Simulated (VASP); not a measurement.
Here is a VASP 6.6.1 calculation.

File POSCAR:

```
Ni2Ge
1.0
    3.8190149049      0.0000000000      0.0000000000
   -1.9095074525      3.3073639251      0.0000000000
    0.0000000000      0.0000000000      5.4403655687
Ni Ge
4 2
Direct
    0.6666666667      0.3333333333      0.2500000000
    0.3333333333      0.6666666667      0.7500000000
    0.0000000000      0.0000000000      0.0000000000
    0.0000000000      0.0000000000      0.5000000000
    0.6666666667      0.3333333333      0.7500000000
    0.3333333333      0.6666666667      0.2500000000
```

INCAR.step1

```
PREC = Accurate ; ENCUT = 520
ISMEAR = 0 ; SIGMA = 0.15
LREAL = F ; LASPH = T
NELM = 100 ; NBANDS = 43
GGA = PE ; ALGO = Normal
EDIFF = 1E-4 ; LWAVE = T
LCHARG = F
```

The input INCAR.step2:

```
PREC = Accurate ; ENCUT = 520
EDIFF = 1E-7 ; ISMEAR = 0
SIGMA = 0.15 ; LREAL = F
LASPH = T ; NELM = 100
ALGO = Normal ; ISIF = 2
LWAVE = F ; LCHARG = T
METAGGA = R2SCAN ; LMIXTAU = T
LELF = T ; LVHAR = T
NBANDS = 43 ; ISTART = 1
```

KPOINTS

```
Automatic mesh
0
Gamma
  12 12 10
```

Potentials or basis: VASP PAW PBE potentials, release 64 (Ni, Ge_d).

Run with:

```console
$ cat potpaw_PBE.64/Ni/POTCAR potpaw_PBE.64/Ge_d/POTCAR > POTCAR
$ cp INCAR.step1 INCAR
$ mpirun -np 1 vasp_std > vasp.out
$ cp INCAR.step2 INCAR
$ mpirun -np 1 vasp_std > vasp.out
```

(1) Estimate the band gap on the k mesh.

(2) Estimate the pressure.

Results:

(1) zero (bands 34 and 35 overlap by 4.14 eV).

(2) 6.9 GPa.

Caveat: the cell differs from its parent crystal (strain -0.040 along x and y, +0.080 along z); the cell stands under pressure; the PAW data sets were made with another functional, which shifts forces and pressure a little.
